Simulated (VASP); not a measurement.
Write the native input for VASP 6.6.1 that does the following.

```
Task                   : single point
Functional             : PBE
Potentials or basis    : VASP PAW PBE potentials, release 64 (Ga_d)
Cutoff                 : 520 eV
k mesh                 : 17 × 17 × 17
Occupations            : fermi-dirac, width 0.05 eV
Spin                   : no spin polarisation
Dipole correction      : no
Further INCAR settings : ALGO = Normal; EDIFF = 1e-06; NBANDS = 12
```

The structure of Ga lies in POSCAR:

```
Ga
1.0
   -1.6237386158      1.6237386158      1.6237386158
    1.6237386158     -1.6237386158      1.6237386158
    1.6237386158      1.6237386158     -1.6237386158
Ga
1
Direct
    0.0000000000      0.0000000000      0.0000000000
```

This isn't the form of Ga at room conditions, which is orthorhombic.

The input as run:

INCAR

```
PREC     = Accurate       # precision mode
ENCUT    = 520            # plane-wave cutoff, eV
EDIFF    = 1E-6           # SCF threshold, eV
ISMEAR   = -1             # smearing method
SIGMA    = 0.05           # smearing width, eV
LREAL    = False          # projectors in reciprocal space
LASPH    = True           # aspherical terms in the spheres
NELM     = 100            # most SCF steps
ALGO     = Normal         # electronic algorithm
ISIF     = 2              # what is computed and relaxed
LWAVE    = False          # write WAVECAR
LCHARG   = False          # write CHGCAR
GGA      = PE             # functional
NBANDS   = 12             # bands
```

KPOINTS

```
regular mesh
0
Gamma
  17 17 17
```

Potentials or basis: VASP PAW PBE potentials, release 64 (Ga_d).

The run is started by

```sh
$ cat potpaw_PBE.64/Ga_d/POTCAR > POTCAR
$ mpirun -np 1 vasp_std > vasp.out
```

It gave:

```yaml
Pressure: 7.5 GPa
Band_gap_on_the_k_mesh: zero (an odd number of electrons rules out a gap without spin polarisation)
```

Caveat: the cell stands under pressure.

Wall time 28 s on 1 thread of Intel Xeon 8259CL (shared host), peak memory 0.16 GiB.
